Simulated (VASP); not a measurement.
A run of VASP 6.6.1:

The input INCAR:

```
SYSTEM = CdS
PREC = Accurate
ENCUT = 500
EDIFF = 1E-6
ISMEAR = 0
SIGMA = 0.01
LREAL = .FALSE.
LASPH = .TRUE.
NELM = 120
ALGO = Normal
ISIF = 2
LWAVE = .FALSE.
LCHARG = .FALSE.
GGA = PE
IVDW = 12
NBANDS = 26
GGA_COMPAT = .FALSE.
```

Contents of KPOINTS:

```
Automatic mesh
0
G
  2 2 2
  0 0 0
```

POSCAR

```
CdS
1.0
    4.1500000000      0.0000000000      0.0000000000
   -2.0750000000      3.5940000000      0.0000000000
    0.0000000000      0.0000000000      6.7370000000
Cd S
2 2
Direct
    0.3333333333      0.6666666667      0.0000000000
    0.6666666667      0.3333333333      0.5000000000
    0.3333333333      0.6666666667      0.3750000000
    0.6666666667      0.3333333333      0.8750000000
```

Potentials or basis: VASP PAW PBE potentials, release 64 (Cd, S).

Command:

```console
$ cat potpaw_PBE.64/Cd/POTCAR potpaw_PBE.64/S/POTCAR > POTCAR
$ mpirun -np 1 vasp_std > vasp.out
```

Hardware: 1 thread of Intel(R) Xeon(R) Platinum 8259CL CPU @ 2.50GHz (Skylake/Cascade Lake), with other jobs on the host.

Estimate the wall time of this run.

It took 13 s on 1 thread of Intel(R) Xeon(R) Platinum 8259CL CPU @ 2.50GHz (Skylake/Cascade Lake) (shared host), peak memory 0.2 GiB. Counts: scf iterations 14, k points 4.
